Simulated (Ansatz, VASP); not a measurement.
**Two plane-wave programs on Cu4O3**

```
Cu O
1.0
     4.01258    0.00000    0.00000
     0.00000    4.01258    0.00000
     0.00000    0.00000    9.19518
Cu O
8 6
Direct
  0.00000 0.50000 0.76328
  0.50000 0.00000 0.23672
  0.00000 0.00000 0.00000
  0.00000 0.00000 0.50000
  0.50000 0.00000 0.78984
  0.00000 0.50000 0.21016
  0.50000 0.50000 0.00000
  0.50000 0.50000 0.50000
  0.00000 0.00000 0.20399
  0.00000 0.00000 0.79601
  0.00000 0.50000 0.50683
  0.50000 0.00000 0.49317
  0.50000 0.50000 0.20399
  0.50000 0.50000 0.79601
```

Alike in both runs: functional r2SCAN; k mesh 4 × 4 × 2; occupations gaussian, width 0.1 eV; collinear spin.

Ansatz relaxed the structure, and its values are those at the end. VASP's run is a single point on that final structure, the one shown.

|  | VASP | Ansatz |
| --- | --- | --- |
| version | VASP 6.6.1 | Ansatz 0.2.0 |
| potentials or method | VASP PAW PBE potentials, release 64 (Cu, O), cutoff 520 eV | scalar-relativistic, plane waves, PAW |
| valence electrons in the cell | 124 | 188 |

Ansatz gave:

```
gap on the k mesh at the Fermi level (eV)                     : none
pressure (GPa)                                                : 0.1
rms of the force components (eV/Å)                            : 0.008
net moment per atom (μB)                                      : 0.10
size of the moment on the site where the two differ most (μB) : 0.35
```

Task: Estimate VASP's values.

Result: gap on the k mesh at the Fermi level (eV): none; pressure (GPa): 1.0; rms of the force components (eV/Å): 0.026; net moment per atom (μB): 0.05; size of the moment on the site where the two differ most (μB): 0.34.

VASP's potentials were made for PBE, not for r2SCAN. Site moments also hang on the region over which each program counts them. A gap of «none» marks a metal or a gap that the smearing closes. VASP's potentials hold 124 valence electrons a cell and Ansatz's 188, so a difference there can come from the potentials and not from the codes.

The k mesh is coarse, so the values compare programs but aren't converged.
